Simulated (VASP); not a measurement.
Here is a VASP 6.6.1 calculation.

INCAR

```
SYSTEM = K4I3Br
PREC     = Accurate       ! precision mode
ENCUT    = 520            ! plane-wave cutoff, eV
EDIFF    = 1E-7           ! SCF threshold, eV
ISMEAR   = -1             ! smearing method
SIGMA    = 0.1            ! smearing width, eV
LREAL    = .FALSE.        ! projectors in reciprocal space
LASPH    = .TRUE.         ! aspherical terms in the spheres
NELM     = 60             ! most SCF steps
ALGO     = Normal         ! electronic algorithm
ISIF     = 2              ! what is computed and relaxed
LWAVE    = .FALSE.        ! write WAVECAR
LCHARG   = .TRUE.         ! write CHGCAR
GGA      = PE             ! functional
LELF     = .TRUE.         ! ELF
LVHAR    = .TRUE.       
NBANDS   = 42             ! bands
```

KPOINTS

```
regular mesh
0
G
  4 4 4
  0 0 0
```

POSCAR

```
K4I3Br
1.0
    7.0843200000      0.0000000000      0.0000000000
    0.0000000000      7.0843200000      0.0000000000
    0.0000000000      0.0000000000      7.0843200000
K I Br
4 3 1
Direct
    0.0000000000      0.0000000000      0.0000000000
    0.5000000000      0.5000000000      0.0000000000
    0.5000000000      0.0000000000      0.5000000000
    0.0000000000      0.5000000000      0.5000000000
    0.0000000000      0.5000000000      0.0000000000
    0.0000000000      0.0000000000      0.5000000000
    0.5000000000      0.0000000000      0.0000000000
    0.5000000000      0.5000000000      0.5000000000
```

Potentials or basis: VASP PAW PBE potentials, release 64 (K_sv, I, Br).

Launch:

```console
$ cat potpaw_PBE.64/K_sv/POTCAR potpaw_PBE.64/I/POTCAR potpaw_PBE.64/Br/POTCAR > POTCAR
$ mpirun -np 1 vasp_std > vasp.out
```

Question: Predict the pressure.

Answer: 0.0 GPa.

Question: What does it give for the band gap on the k mesh?

Answer: 3.93 eV, direct.

Caveat: spin-orbit coupling is left out, which moves the levels of the heavy elements. As with any semilocal functional, this PBE gap is likely too small.
